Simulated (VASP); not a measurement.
# PtSe2 in VASP: single point with PBE

Aim: the single point of PtSe2 with PBE.

Everything below comes from runs of VASP 6.6.1. Logs are shortened: lines on timing, memory, paths and dates and some standing lists are left out, and cuts for length are marked.

**1. The cell of the first run**

The typed cell holds 3 atoms: a = 3.786 Å, b = 3.786 Å, c = 5.109 Å, α = 90.00°, β = 90.00°, γ = 120.00°.

**2. Single point, PBE**

File INCAR:

```
SYSTEM = PtSe2
PREC = Accurate ; ENCUT = 500
EDIFF = 1E-6 ; ISMEAR = -1
SIGMA = 0.1 ; LREAL = .FALSE.
LASPH = .TRUE. ; NELM = 120
ALGO = Normal ; ISIF = 2
LWAVE = .FALSE. ; LCHARG = .FALSE.
GGA = PE ; NBANDS = 18
ISYM = -1 ; GGA_COMPAT = .FALSE.
```

File KPOINTS:

```
explicit points
72
Reciprocal
  0.08333333   0.08333333   0.12500000 2
  0.08333333   0.08333333   0.37500000 2
  0.08333333   0.08333333   0.62500000 2
  0.08333333   0.08333333   0.87500000 2
  0.08333333   0.25000000   0.12500000 2
  0.08333333   0.25000000   0.37500000 2
  0.08333333   0.25000000   0.62500000 2
  0.08333333   0.25000000   0.87500000 2
  0.08333333   0.41666667   0.12500000 2
  0.08333333   0.41666667   0.37500000 2
  0.08333333   0.41666667   0.62500000 2
  0.08333333   0.41666667   0.87500000 2
  0.08333333   0.58333333   0.12500000 2
  0.08333333   0.58333333   0.37500000 2
  0.08333333   0.58333333   0.62500000 2
  0.08333333   0.58333333   0.87500000 2
  0.08333333   0.75000000   0.12500000 2
  0.08333333   0.75000000   0.37500000 2
  0.08333333   0.75000000   0.62500000 2
  0.08333333   0.75000000   0.87500000 2
  0.08333333   0.91666667   0.12500000 2
  0.08333333   0.91666667   0.37500000 2
  0.08333333   0.91666667   0.62500000 2
  0.08333333   0.91666667   0.87500000 2
  0.25000000   0.08333333   0.12500000 2
  0.25000000   0.08333333   0.37500000 2
  0.25000000   0.08333333   0.62500000 2
  0.25000000   0.08333333   0.87500000 2
  0.25000000   0.25000000   0.12500000 2
  0.25000000   0.25000000   0.37500000 2
  0.25000000   0.25000000   0.62500000 2
  0.25000000   0.25000000   0.87500000 2
  0.25000000   0.41666667   0.12500000 2
  0.25000000   0.41666667   0.37500000 2
  0.25000000   0.41666667   0.62500000 2
  0.25000000   0.41666667   0.87500000 2
  0.25000000   0.58333333   0.12500000 2
  0.25000000   0.58333333   0.37500000 2
  0.25000000   0.58333333   0.62500000 2
  0.25000000   0.58333333   0.87500000 2
  0.25000000   0.75000000   0.12500000 2
  0.25000000   0.75000000   0.37500000 2
  0.25000000   0.75000000   0.62500000 2
  0.25000000   0.75000000   0.87500000 2
  0.25000000   0.91666667   0.12500000 2
  0.25000000   0.91666667   0.37500000 2
  0.25000000   0.91666667   0.62500000 2
  0.25000000   0.91666667   0.87500000 2
  0.41666667   0.08333333   0.12500000 2
  0.41666667   0.08333333   0.37500000 2
  0.41666667   0.08333333   0.62500000 2
  0.41666667   0.08333333   0.87500000 2
  0.41666667   0.25000000   0.12500000 2
  0.41666667   0.25000000   0.37500000 2
  0.41666667   0.25000000   0.62500000 2
  0.41666667   0.25000000   0.87500000 2
  0.41666667   0.41666667   0.12500000 2
  0.41666667   0.41666667   0.37500000 2
  0.41666667   0.41666667   0.62500000 2
  0.41666667   0.41666667   0.87500000 2
  0.41666667   0.58333333   0.12500000 2
  0.41666667   0.58333333   0.37500000 2
  0.41666667   0.58333333   0.62500000 2
  0.41666667   0.58333333   0.87500000 2
  0.41666667   0.75000000   0.12500000 2
  0.41666667   0.75000000   0.37500000 2
  0.41666667   0.75000000   0.62500000 2
  0.41666667   0.75000000   0.87500000 2
  0.41666667   0.91666667   0.12500000 2
  0.41666667   0.91666667   0.37500000 2
  0.41666667   0.91666667   0.62500000 2
  0.41666667   0.91666667   0.87500000 2
```

File POSCAR:

```
PtSe2
1.0
    3.7857180000      0.0000000000      0.0000000000
   -1.8928590000      3.2785290000      0.0000000000
    0.0000000000      0.0000000000      5.1094700000
Se Pt
2 1
Direct
    0.3333000000      0.6667000000      0.2550000000
    0.6667000000      0.3333000000      0.7450000000
    0.0000000000      0.0000000000      0.0000000000
```

Potentials or basis: VASP PAW PBE potentials, release 64 (Se, Pt).

The run is started by

```sh
> cat potpaw_PBE.64/Se/POTCAR potpaw_PBE.64/Pt/POTCAR > POTCAR
> mpirun -np 1 vasp_std > vasp.out
```

OUTCAR:

```text
SYSTEM = PtSe2
   PREC = Accurate
   ENCUT = 500
   EDIFF = 1E-6
   ISMEAR = -1
   LREAL = .FALSE.
   LASPH = .TRUE.
   NELM = 120
   ISIF = 2
   GGA = PE
   ISYM = -1

 ion  position               nearest neighbor table
   1  0.333  0.667  0.255-   3 2.54   3 2.54   3 2.54
   2  0.667  0.333  0.745-   3 2.54   3 2.54   3 2.54
   3  0.000  0.000  0.000-   1 2.54   2 2.54   2 2.54   1 2.54   2 2.54   1 2.54

IMPORTANT INFORMATION: All symmetrisations will be switched off!
NOSYMM: (Re-)initialisation of all symmetry stuff for point group C_1.

----------------------------------------------------------------------------------------

                                     Primitive cell

  volume of cell :      63.4166

  direct lattice vectors                    reciprocal lattice vectors
     3.785718000  0.000000000  0.000000000     0.264150684  0.152507420  0.000000000
    -1.892859000  3.278529000  0.000000000     0.000000000  0.305014840  0.000000000
     0.000000000  0.000000000  5.109470000     0.000000000  0.000000000  0.195715015

  length of vectors
     3.785718000  3.785718901  5.109470000     0.305014913  0.305014840  0.195715015

  position of ions in fractional coordinates (direct lattice)
     0.333300000  0.666700000  0.255000000
     0.666700000  0.333300000  0.745000000
     0.000000000  0.000000000  0.000000000

  ion indices of the primitive-cell ions
   primitive index   ion index
                 1           1
                 2           2
                 3           3

----------------------------------------------------------------------------------------

 KPOINTS: explicit points

Read explicit list of k-points.

 Found     72 k-points:

 Following reciprocal coordinates:
            Coordinates               Weight
  0.083333  0.083333  0.125000      0.013889
  0.083333  0.083333  0.375000      0.013889
  0.083333  0.083333  0.625000      0.013889
  0.083333  0.083333  0.875000      0.013889
  0.083333  0.250000  0.125000      0.013889
  0.083333  0.250000  0.375000      0.013889
[... 16 lines left out ...]
  0.083333  0.916667  0.625000      0.013889
  0.083333  0.916667  0.875000      0.013889
 [... further k-points ...]
   k-points           NKPTS =     72   k-points in BZ     NKDIM =     72   number of bands    NBANDS=     18
   number of dos      NEDOS =    301   number of ions     NIONS =      3
   total plane-waves  NPLWV =  31360
   dimension x,y,z NGX =    28 NGY =   28 NGZ =   40
   dimension x,y,z NGXF=    56 NGYF=   56 NGZF=   80
   ions per type =               2   1
   NGX,Y,Z   is equivalent  to a cutoff of  12.30, 12.30, 13.01 a.u.
   NGXF,Y,Z  is equivalent  to a cutoff of  24.59, 24.59, 26.03 a.u.
 SYSTEM =  PtSe2
   PREC   = accura    normal or accurate (medium, high low for compatibility)
   ISTART =      0    job   : 0-new  1-cont  2-samecut
   ICHARG =      2    charge: 1-file 2-atom 10-const
   ISPIN  =      1    spin polarized calculation?
   LNONCOLLINEAR =      F non collinear calculations
   LSORBIT =      F    spin-orbit coupling
   LASPH  =      T    aspherical Exc in radial PAW
   ENCUT  =  500.0 eV  36.75 Ry    6.06 a.u.   6.90  6.90  9.32*2*pi/ulx,y,z
   NELM   =    120;   NELMIN=  2; NELMDL= -5     # of ELM steps
   EDIFF  = 0.1E-05   stopping-criterion for ELM
   LREAL  =      F    real-space projection
   EDIFFG = 0.1E-04   stopping-criterion for IOM
   NSW    =      0    number of steps for IOM
   IBRION =     -1    ionic relax: 0-MD 1-quasi-New 2-CG
   NFREE  =      0    steps in history (QN), initial steepest desc. (CG)
   ISIF   =      2    stress and relaxation
   ISYM   =     -1    0-nonsym 1-usesym 2-fastsym
   POTIM  = 0.5000    time-step for ionic-motion
   TEBEG  =    0.0;   TEEND  =   0.0 temperature during run
   PSTRESS=    0.0 pullay stress
   NELECT =      22.0000    total number of electrons
   NUPDOWN=      -1.0000    fix difference up-down
   EMIN   =  10.00;   EMAX   =-10.00  energy-range for DOS
   EFERMI =   0.00;   METHOD = LEGACY
   ISMEAR =    -1;   SIGMA  =   0.10  broadening in eV -4-tet -1-fermi 0-gaus
   EFERMI_NEDOS =   21; number of points for ismear=-14 and -15
   IALGO  =     38    algorithm
   IMIX   =      4    mixing-type and parameters
     AMIX     =   0.40;   BMIX     =  1.00
     AMIX_MAG =   1.60;   BMIX_MAG =  1.00
  volume/ion in A,a.u.               =      21.14       142.65
  Fermi-wavevector in a.u.,A,eV,Ry     =   1.150309  2.173770 18.003389  1.323212
  Thomas-Fermi vector in A             =   2.286974
   LORBIT       =      0    0 simple, 1 ext, 2 COOP (PROOUT), +10 PAW based schemes
   GGA     = PE    functional components
   LHFCALC =     F    Hartree Fock is set to
   AEXX    =    0.0000 exact exchange contribution
   IVDW    =     0    specifies the selected vdW correction
   LEPSILON=     F    determine dielectric tensor
   LRPA    =     F    only Hartree local field effects (RPA)
 non-spin polarized calculation
  energy-cutoff  :      500.00
  volume of cell :       63.42
 maximum number of plane-waves:      1619
 NGX is ok and might be reduce to    28
   NGX = 13   NGY = 13   NGZ = 19

 number of electron      21.9999997 magnetization

 Free energy of the ion-electron system (eV)
  ---------------------------------------------------
  ext. energy  EPLUGINS =         0.00000000
  ---------------------------------------------------
  free energy    TOTEN  =       -14.26668976 eV

  energy without entropy =      -14.24396970  energy(sigma->0) =      -14.25532973

 E-fermi :   5.8853     XC(G=0): -10.4496

 val. band max:        5.8429166211   @ k =   0.0833   0.9167   0.8750
 cond. band min:       5.9998040632   @ k =   0.2500   0.4167   0.8750
 fundamental gap:      0.1568874421
 Fermi energy:         5.8852656027

 k-point     1 :       0.0833    0.0833    0.1250
  band No.  band energies     occupation
      1      -9.0609      2.00000
      2      -6.9669      2.00000
      3      -0.5197      2.00000
      4       0.0657      2.00000
      5       0.1881      2.00000
      6       1.9422      2.00000
[... 10 lines left out ...]
     17      13.9656      0.00000
     18      14.7443      0.00000

 k-point     2 :       0.0833    0.0833    0.3750
  band No.  band energies     occupation
      1      -8.6649      2.00000
      2      -7.6156      2.00000
      3      -0.2625      2.00000
      4       0.1021      2.00000
      5       0.7404      2.00000
      6       1.8973      2.00000
[... 10 lines left out ...]
     17      13.7105      0.00000
     18      14.1396      0.00000

 k-point     3 :       0.0833    0.0833    0.6250
  band No.  band energies     occupation
      1      -8.6649      2.00000
      2      -7.6156      2.00000
      3      -0.2625      2.00000
      4       0.1021      2.00000
      5       0.7404      2.00000
      6       1.8973      2.00000
[... 10 lines left out ...]
     17      13.7105      0.00000
     18      14.1396      0.00000

 k-point     4 :       0.0833    0.0833    0.8750
  band No.  band energies     occupation
      1      -9.0609      2.00000
      2      -6.9669      2.00000
      3      -0.5197      2.00000
      4       0.0657      2.00000
      5       0.1881      2.00000
      6       1.9422      2.00000
[... 10 lines left out ...]
     17      13.9656      0.00000
     18      14.7443      0.00000

 k-point     5 :       0.0833    0.2500    0.1250
  band No.  band energies     occupation
      1      -8.4741      2.00000
      2      -7.1093      2.00000
      3      -0.3208      2.00000
      4       0.2505      2.00000
      5       0.5638      2.00000
      6       0.9870      2.00000
[... 10 lines left out ...]
     17      13.9859      0.00000
     18      15.3026      0.00000

 k-point     6 :       0.0833    0.2500    0.3750
  band No.  band energies     occupation
      1      -8.1777      2.00000
      2      -7.4743      2.00000
      3      -0.5304      2.00000
      4       0.0095      2.00000
      5       0.4171      2.00000
      6       1.5637      2.00000
[... 10 lines left out ...]
     17      14.6486      0.00000
     18      15.9517      0.00000

 k-point     7 :       0.0833    0.2500    0.6250
  band No.  band energies     occupation
      1      -8.0919      2.00000
      2      -7.5929      2.00000
      3      -0.3256      2.00000
      4       0.0847      2.00000
      5       0.5541      2.00000
      6       1.6008      2.00000
[... 10 lines left out ...]
     17      14.1826      0.00000
     18      15.0249      0.00000

 k-point     8 :       0.0833    0.2500    0.8750
  band No.  band energies     occupation
      1      -8.4407      2.00000
      2      -7.1772      2.00000
      3       0.1299      2.00000
      4       0.3328      2.00000
      5       0.3832      2.00000
      6       1.1016      2.00000
[... 10 lines left out ...]
     17      14.3074      0.00000
     18      14.5310      0.00000
[... 229 lines left out ...]
     17      14.1015      0.00000
     18      14.9673      0.00000

 k-point    20 :       0.0833    0.7500    0.8750
  band No.  band energies     occupation
      1      -8.8071      2.00000
      2      -7.0291      2.00000
      3      -0.4011      2.00000
      4       0.1864      2.00000
      5       0.5069      2.00000
      6       1.2914      2.00000
[... 10 lines left out ...]
     17      13.9566      0.00000
     18      14.9234      0.00000

 k-point    21 :       0.0833    0.9167    0.1250
  band No.  band energies     occupation
      1      -9.1985      2.00000
      2      -6.9260      2.00000
      3      -0.6210      2.00000
      4      -0.0206      2.00000
      5       0.0468      2.00000
      6       2.1160      2.00000
[... 10 lines left out ...]
     17      13.6786      0.00000
     18      15.6672      0.00000

 k-point    22 :       0.0833    0.9167    0.3750
  band No.  band energies     occupation
      1      -8.7933      2.00000
      2      -7.6351      2.00000
      3      -0.1203      2.00000
      4       0.0166      2.00000
      5       0.6186      2.00000
      6       2.0780      2.00000
[... 10 lines left out ...]
     17      13.4003      0.00000
     18      14.5171      0.00000

 k-point    23 :       0.0833    0.9167    0.6250
  band No.  band energies     occupation
      1      -8.7913      2.00000
      2      -7.6387      2.00000
      3      -0.1382      2.00000
      4       0.0484      2.00000
      5       0.6242      2.00000
      6       2.1120      2.00000
[... 10 lines left out ...]
     17      13.0274      0.00000
     18      14.5759      0.00000

 k-point    24 :       0.0833    0.9167    0.8750
  band No.  band energies     occupation
      1      -9.1976      2.00000
      2      -6.9289      2.00000
      3      -0.6028      2.00000
      4       0.0066      2.00000
      5       0.0095      2.00000
      6       2.1501      2.00000
[... 10 lines left out ...]
     17      13.1896      0.00000
     18      15.7071      0.00000

 [... further k-points ...]

------------------------ aborting loop because EDIFF is reached ----------------------------------------

  FORCE on cell =-STRESS in cart. coord.  units (eV):
  Direction    XX          YY          ZZ          XY          YZ          ZX
  --------------------------------------------------------------------------------------
  -------------------------------------------------------------------------------------
  Total        0.0456895      0.0859035      0.0288457      0.0348428     -0.0183343      0.0317469
  in kB        1.1543144      2.1702915      0.7287672      0.8802784     -0.4632044      0.8020640
  external PRESSURE =       1.3511243 kB  Pullay stress =       0.0000000 kB

 VOLUME and BASIS-vectors are now :
 -----------------------------------------------------------------------------
  energy-cutoff  :      500.00
  volume of cell :       63.42
      direct lattice vectors                 reciprocal lattice vectors
     3.785718000  0.000000000  0.000000000     0.264150684  0.152507420  0.000000000
    -1.892859000  3.278529000  0.000000000     0.000000000  0.305014840  0.000000000
     0.000000000  0.000000000  5.109470000     0.000000000  0.000000000  0.195715015

 POSITION                                       TOTAL-FORCE (eV/Angst)
 -----------------------------------------------------------------------------------
     -0.00019      2.18580      1.30291         0.014630     -0.008448     -0.179139
      1.89305      1.09273      3.80656        -0.014630      0.008447      0.179140
      0.00000      0.00000      0.00000        -0.000000      0.000001     -0.000001
 -----------------------------------------------------------------------------------
    total drift:                                0.000001      0.000001     -0.000001

  FREE ENERGIE OF THE ION-ELECTRON SYSTEM (eV)
  ---------------------------------------------------
  free  energy   TOTEN  =       -14.2666897574 eV

  energy  without entropy=      -14.2439696962  energy(sigma->0) =      -14.25532973
```

Run time: 56 s. Hardware: 1 thread of Intel Xeon Platinum 8259CL at 2.50GHz (Skylake/Cascade Lake), shared host; peak memory 0.23 GiB.

What came out:

| Property | Result |
| --- | --- |
| Free energy | -14.2667 eV |
| Pressure | 0.1 GPa |
| Largest force | 0.180 eV/Å |
| Band gap on the k mesh | zero (bands 11 and 12 overlap by 0.10 eV) |

Forces on the atoms (eV/Å):
```
Se   0.015 -0.008 -0.179
Se  -0.015  0.008  0.179
Pt   0.000  0.000  0.000
```

Stress tensor (GPa, compression positive):
```
 0.12  0.09  0.08
 0.09  0.22 -0.05
 0.08 -0.05  0.07
```

Caveat: spin-orbit coupling is left out, which moves the levels of the heavy elements.
